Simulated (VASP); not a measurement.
# Li (I4/mmm) in VASP: notebook

Runs on Li. Level: PBEsol. Tasks: single point.

Everything below comes from runs of VASP 6.6.1. Logs are shortened: lines on timing, memory, paths and dates and some standing lists are left out, and cuts for length are marked.

**1. The cell of the first run**

The structure is tetragonal, space group I4/mmm (No. 139). The conventional cell has a = 3.640 Å, b = 3.640 Å, c = 3.500 Å, α = 90.00°, β = 90.00°, γ = 90.00°. Li (site symmetry 4/mmm) has 14 Li at 3.11 to 3.64 Å within 4.1 Å.

**2. Single point, PBEsol (strain +0.040 along x and y, +0.000 along z)**

INCAR reads:

```
PREC = Accurate
ENCUT = 520
EDIFF = 1E-7
ISMEAR = 0
SIGMA = 0.15
LREAL = False
LASPH = True
NELM = 60
ALGO = Fast
ISIF = 2
LWAVE = False
LCHARG = False
GGA = PS
NBANDS = 8
```

KPOINTS reads:

```
Automatic mesh
0
Gamma
  20 20 20
```

POSCAR reads:

```
Li
1.0
   -1.8200000000      1.8200000000      1.7500000000
    1.8200000000     -1.8200000000      1.7500000000
    1.8200000000      1.8200000000     -1.7500000000
Li
1
Direct
    0.0000000000      0.0000000000      0.0000000000
```

Potentials or basis: VASP PAW PBE potentials, release 64 (Li_sv).

Started as:

```
cat potpaw_PBE.64/Li_sv/POTCAR > POTCAR
mpirun -np 1 vasp_std > vasp.out
```

OUTCAR:

```text
PREC = Accurate
   ENCUT = 520
   EDIFF = 1E-7
   ISMEAR = 0
   LREAL = False
   LASPH = True
   NELM = 60
   ISIF = 2
   GGA = PS

 ion  position               nearest neighbor table
   1  0.000  0.000  0.000-

  LATTYP: Found a body centered tetragonal cell.
 ALAT       =     3.6400000000
 C/A-ratio  =     0.9615384615

  Lattice vectors:

 A1 = (  -1.8200000000,   1.8200000000,   1.7500000000)
 A2 = (   1.8200000000,  -1.8200000000,   1.7500000000)
 A3 = (   1.8200000000,   1.8200000000,  -1.7500000000)

Analysis of symmetry for initial positions (statically):
=====================================================================
 Subroutine PRICEL returns:
 Original cell was already a primitive cell.

 Routine SETGRP: Setting up the symmetry group for a
 body centered tetragonal supercell.

 Subroutine GETGRP returns: Found 16 space group operations
 (whereof 16 operations were pure point group operations)
 out of a pool of 16 trial point group operations.

The static configuration has the point symmetry D_4h.

Analysis of symmetry for dynamics (positions and initial velocities):
=====================================================================
 Subroutine PRICEL returns:
 Original cell was already a primitive cell.

 Routine SETGRP: Setting up the symmetry group for a
 body centered tetragonal supercell.

 Subroutine GETGRP returns: Found 16 space group operations
 (whereof 16 operations were pure point group operations)
 out of a pool of 16 trial point group operations.

The dynamic configuration has the point symmetry D_4h.

 Subroutine INISYM returns: Found 16 space group operations
 (whereof 16 operations are pure point group operations),
 and found     1 'primitive' translations

----------------------------------------------------------------------------------------

                                     Primitive cell

  volume of cell :      23.1868

  direct lattice vectors                    reciprocal lattice vectors
    -1.820000000  1.820000000  1.750000000     0.000000000  0.274725275  0.285714286
     1.820000000 -1.820000000  1.750000000     0.274725275  0.000000000  0.285714286
     1.820000000  1.820000000 -1.750000000     0.274725275  0.274725275  0.000000000

  length of vectors
     3.112442771  3.112442771  3.112442771     0.396366787  0.396366787  0.388520209

  position of ions in fractional coordinates (direct lattice)
     0.000000000  0.000000000  0.000000000

  ion indices of the primitive-cell ions
   primitive index   ion index
                 1           1

----------------------------------------------------------------------------------------

 KPOINTS: Automatic mesh

Automatic generation of k-mesh.
 Grid dimensions read from file:
 generate k-points for:   20   20   20

 Generating k-lattice:

  Cartesian coordinates                     Fractional coordinates (reciprocal lattice)
     0.000000000  0.013736264  0.014285714     0.050000000 -0.000000000  0.000000000
     0.013736264  0.000000000  0.014285714    -0.000000000  0.050000000  0.000000000
     0.013736264  0.013736264  0.000000000     0.000000000  0.000000000  0.050000000

  Length of vectors
     0.019818339  0.019818339  0.019426010

  Shift w.r.t. Gamma in fractional coordinates (k-lattice)
     0.000000000  0.000000000  0.000000000

 Subroutine IBZKPT returns following result:
 ===========================================

 Found    641 irreducible k-points:

 Following reciprocal coordinates:
            Coordinates               Weight
  0.000000  0.000000  0.000000      1.000000
  0.050000  0.000000 -0.000000      8.000000
  0.100000  0.000000 -0.000000      8.000000
  0.150000  0.000000  0.000000      8.000000
  0.200000  0.000000 -0.000000      8.000000
  0.250000  0.000000  0.000000      8.000000
[... 16 lines left out ...]
 -0.400000  0.050000  0.000000     16.000000
 -0.350000  0.050000  0.000000     16.000000
 [... further k-points ...]
   k-points           NKPTS =    641   k-points in BZ     NKDIM =    641   number of bands    NBANDS=      8
   number of dos      NEDOS =    301   number of ions     NIONS =      1
   total plane-waves  NPLWV =  13824
   dimension x,y,z NGX =    24 NGY =   24 NGZ =   24
   dimension x,y,z NGXF=    48 NGYF=   48 NGZF=   48
   ions per type =               1
   NGX,Y,Z   is equivalent  to a cutoff of  12.82, 12.82, 12.82 a.u.
   NGXF,Y,Z  is equivalent  to a cutoff of  25.64, 25.64, 25.64 a.u.
 SYSTEM =  unknown system
   PREC   = accura    normal or accurate (medium, high low for compatibility)
   ISTART =      0    job   : 0-new  1-cont  2-samecut
   ICHARG =      2    charge: 1-file 2-atom 10-const
   ISPIN  =      1    spin polarized calculation?
   LNONCOLLINEAR =      F non collinear calculations
   LSORBIT =      F    spin-orbit coupling
   LASPH  =      T    aspherical Exc in radial PAW
   ENCUT  =  520.0 eV  38.22 Ry    6.18 a.u.   5.79  5.79  5.79*2*pi/ulx,y,z
   NELM   =     60;   NELMIN=  2; NELMDL= -5     # of ELM steps
   EDIFF  = 0.1E-06   stopping-criterion for ELM
   LREAL  =      F    real-space projection
   EDIFFG = 0.1E-05   stopping-criterion for IOM
   NSW    =      0    number of steps for IOM
   IBRION =     -1    ionic relax: 0-MD 1-quasi-New 2-CG
   NFREE  =      0    steps in history (QN), initial steepest desc. (CG)
   ISIF   =      2    stress and relaxation
   ISYM   =      2    0-nonsym 1-usesym 2-fastsym
   POTIM  = 0.5000    time-step for ionic-motion
   TEBEG  =    0.0;   TEEND  =   0.0 temperature during run
   PSTRESS=    0.0 pullay stress
   NELECT =       3.0000    total number of electrons
   NUPDOWN=      -1.0000    fix difference up-down
   EMIN   =  10.00;   EMAX   =-10.00  energy-range for DOS
   EFERMI =   0.00;   METHOD = LEGACY
   ISMEAR =     0;   SIGMA  =   0.15  broadening in eV -4-tet -1-fermi 0-gaus
   EFERMI_NEDOS =   21; number of points for ismear=-14 and -15
   IALGO  =     68    algorithm
   IMIX   =      4    mixing-type and parameters
     AMIX     =   0.40;   BMIX     =  1.00
     AMIX_MAG =   1.60;   BMIX_MAG =  1.00
  volume/ion in A,a.u.               =      23.19       156.47
  Fermi-wavevector in a.u.,A,eV,Ry     =   0.828009  1.564710  9.328136  0.685599
  Thomas-Fermi vector in A             =   1.940311
   LORBIT       =      0    0 simple, 1 ext, 2 COOP (PROOUT), +10 PAW based schemes
   GGA     = PS    functional components
   LHFCALC =     F    Hartree Fock is set to
   AEXX    =    0.0000 exact exchange contribution
   IVDW    =     0    specifies the selected vdW correction
   LEPSILON=     F    determine dielectric tensor
   LRPA    =     F    only Hartree local field effects (RPA)
 non-spin polarized calculation
 RMM-DIIS sequential band-by-band and
 Gauss-broadening in eV      SIGMA  =   0.15
  energy-cutoff  :      520.00
  volume of cell :       23.19
 maximum number of plane-waves:       642
   NGX = 11   NGY = 11   NGZ = 11

 number of electron       3.0000004 magnetization

 Free energy of the ion-electron system (eV)
  ---------------------------------------------------
  ext. energy  EPLUGINS =         0.00000000
  ---------------------------------------------------
  free energy    TOTEN  =        -1.95443336 eV

  energy without entropy =       -1.94912285  energy(sigma->0) =       -1.95177811

 E-fermi :   0.2825     XC(G=0):  -6.6980

 val. band max:        0.2807464130   @ k =   0.5000   0.4000   0.0500
 cond. band min:       0.2840705249   @ k =   0.3500   0.1000   0.0500
 fundamental gap:      0.0033241119
 Fermi energy:         0.2825375784

 k-point     1 :       0.0000    0.0000    0.0000
  band No.  band energies     occupation
      1     -45.8746      2.00000
      2      -3.1006      2.00000
      3      13.4870      0.00000
      4      13.4870      0.00000
      5      13.7240      0.00000
      6      17.4539      0.00000
      7      18.3334      0.00000
      8      18.3334      0.00000

 k-point     2 :       0.0500    0.0000   -0.0000
  band No.  band energies     occupation
      1     -45.8744      2.00000
      2      -3.0551      2.00000
      3      13.2526      0.00000
      4      13.3091      0.00000
      5      13.5590      0.00000
      6      17.1697      0.00000
      7      17.3311      0.00000
      8      18.2496      0.00000

 k-point     3 :       0.1000    0.0000   -0.0000
  band No.  band energies     occupation
      1     -45.8735      2.00000
      2      -2.9185      2.00000
      3      12.5602      0.00000
      4      12.7077      0.00000
      5      13.2447      0.00000
      6      16.2886      0.00000
      7      16.3149      0.00000
      8      18.0859      0.00000

 k-point     4 :       0.1500    0.0000    0.0000
  band No.  band energies     occupation
      1     -45.8722      2.00000
      2      -2.6906      2.00000
      3      11.2995      0.00000
      4      12.0704      0.00000
      5      12.8596      0.00000
      6      15.4608      0.00000
      7      15.7424      0.00000
      8      18.0083      0.00000

 k-point     5 :       0.2000    0.0000   -0.0000
  band No.  band energies     occupation
      1     -45.8705      2.00000
      2      -2.3717      2.00000
      3       9.8384      0.00000
      4      11.4519      0.00000
      5      12.4304      0.00000
      6      14.7024      0.00000
      7      15.4996      0.00000
      8      18.1609      0.00000

 k-point     6 :       0.2500    0.0000    0.0000
  band No.  band energies     occupation
      1     -45.8687      2.00000
      2      -1.9629      2.00000
      3       8.3637      0.00000
      4      10.8990      0.00000
      5      12.0063      0.00000
      6      14.0548      0.00000
      7      15.4148      0.00000
      8      18.4996      0.00000

 k-point     7 :       0.3000    0.0000    0.0000
  band No.  band energies     occupation
      1     -45.8668      2.00000
      2      -1.4675      2.00000
      3       6.9558      0.00000
      4      10.4329      0.00000
      5      11.6250      0.00000
      6      13.5226      0.00000
      7      15.4227      0.00000
      8      18.9833      0.00000

 k-point     8 :       0.3500    0.0000   -0.0000
  band No.  band energies     occupation
      1     -45.8651      2.00000
      2      -0.8948      2.00000
      3       5.6561      0.00000
      4      10.0639      0.00000
      5      11.3107      0.00000
      6      13.1077      0.00000
      7      15.4838      0.00000
      8      19.5719      0.00000

 k-point     9 :       0.4000    0.0000   -0.0000
  band No.  band energies     occupation
      1     -45.8638      2.00000
      2      -0.2712      2.00000
      3       4.5058      0.00000
      4       9.7975      0.00000
      5      11.0782      0.00000
      6      12.8109      0.00000
      7      15.5630      0.00000
      8      20.2078      0.00000

 k-point    10 :       0.4500    0.0000   -0.0000
  band No.  band energies     occupation
      1     -45.8629      2.00000
      2       0.3185      0.73486
      3       3.5981      0.00000
      4       9.6368      0.00000
      5      10.9359      0.00000
      6      12.6327      0.00000
      7      15.6296      0.00000
      8      20.7696      0.00000
[... 78 lines left out ...]
 k-point    18 :       0.3500    0.0500   -0.0000
  band No.  band energies     occupation
      1     -45.8643      2.00000
      2      -0.5389      2.00000
      3       5.0543      0.00000
      4       9.7566      0.00000
      5      10.7497      0.00000
      6      13.5151      0.00000
      7      15.5592      0.00000
      8      19.6404      0.00000

 k-point    19 :       0.4000    0.0500   -0.0000
  band No.  band energies     occupation
      1     -45.8632      2.00000
      2       0.0875      1.93404
      3       4.0092      0.00000
      4       9.5280      0.00000
      5      10.5599      0.00000
      6      13.3054      0.00000
      7      15.6640      0.00000
      8      20.2436      0.00000

 k-point    20 :       0.4500    0.0500   -0.0000
  band No.  band energies     occupation
      1     -45.8626      2.00000
      2       0.5746      0.00589
      3       3.3133      0.00000
      4       9.4033      0.00000
      5      10.4698      0.00000
      6      13.2047      0.00000
      7      15.7409      0.00000
      8      20.7734      0.00000

 k-point    21 :       0.5000    0.0500    0.0000
  band No.  band energies     occupation
      1     -45.8626      2.00000
      2       0.5628      0.00823
      3       3.3289      0.00000
      4       9.3840      0.00000
      5      10.4814      0.00000
      6      13.2140      0.00000
      7      15.7665      0.00000
      8      21.0180      0.00000

 k-point    22 :      -0.4500    0.0500    0.0000
  band No.  band energies     occupation
      1     -45.8632      2.00000
      2       0.0645      1.96016
      3       4.0430      0.00000
      4       9.4700      0.00000
      5      10.5942      0.00000
      6      13.3328      0.00000
      7      15.7354      0.00000
      8      20.6835      0.00000

 k-point    23 :      -0.4000    0.0500    0.0000
  band No.  band energies     occupation
      1     -45.8644      2.00000
      2      -0.5629      2.00000
      3       5.0964      0.00000
      4       9.6608      0.00000
      5      10.8059      0.00000
      6      13.5594      0.00000
      7      15.6671      0.00000
      8      20.0408      0.00000

 k-point    24 :      -0.3500    0.0500    0.0000
  band No.  band energies     occupation
      1     -45.8659      2.00000
      2      -1.1665      2.00000
      3       6.3306      0.00000
      4       9.9543      0.00000
      5      11.1111      0.00000
      6      13.8901      0.00000
      7      15.5924      0.00000
      8      19.3950      0.00000

 [... further k-points ...]

------------------------ aborting loop because EDIFF is reached ----------------------------------------

  FORCE on cell =-STRESS in cart. coord.  units (eV):
  Direction    XX          YY          ZZ          XY          YZ          ZX
  --------------------------------------------------------------------------------------
  -------------------------------------------------------------------------------------
  Total       -0.2279532     -0.2279532     -0.2210050      0.0000000     -0.0000000      0.0000000
  in kB      -15.7512661    -15.7512661    -15.2711565      0.0000000     -0.0000000      0.0000000
  external PRESSURE =     -15.5912295 kB  Pullay stress =       0.0000000 kB

 VOLUME and BASIS-vectors are now :
 -----------------------------------------------------------------------------
  energy-cutoff  :      520.00
  volume of cell :       23.19
      direct lattice vectors                 reciprocal lattice vectors
    -1.820000000  1.820000000  1.750000000     0.000000000  0.274725275  0.285714286
     1.820000000 -1.820000000  1.750000000     0.274725275  0.000000000  0.285714286
     1.820000000  1.820000000 -1.750000000     0.274725275  0.274725275  0.000000000

 POSITION                                       TOTAL-FORCE (eV/Angst)
 -----------------------------------------------------------------------------------
      0.00000      0.00000      0.00000        -0.000000      0.000000      0.000000
 -----------------------------------------------------------------------------------
    total drift:                               -0.000000     -0.000000      0.000000

  FREE ENERGIE OF THE ION-ELECTRON SYSTEM (eV)
  ---------------------------------------------------
  free  energy   TOTEN  =        -1.9544333641 eV

  energy  without entropy=       -1.9491228470  energy(sigma->0) =       -1.95177811
```

Run time: 4.7 min. Hardware: 1 thread of AMD EPYC 7R13, shared host; peak memory 0.18 GiB.

Results:

| Item | Value |
| --- | --- |
| Free energy | -1.9544 eV |
| Band gap on the k mesh | zero (an odd number of electrons rules out a gap without spin polarisation) |

Caveat: the cell differs from its parent crystal (strain +0.040 along x and y, +0.000 along z); the cutoff is under 1.25 times the usual one of these potentials, so pressure, stress and relaxed cells hold a basis-set (Pulay) error; the PAW data sets were made with another functional, which shifts forces and pressure a little.

(Continued in part 2 of 2.)
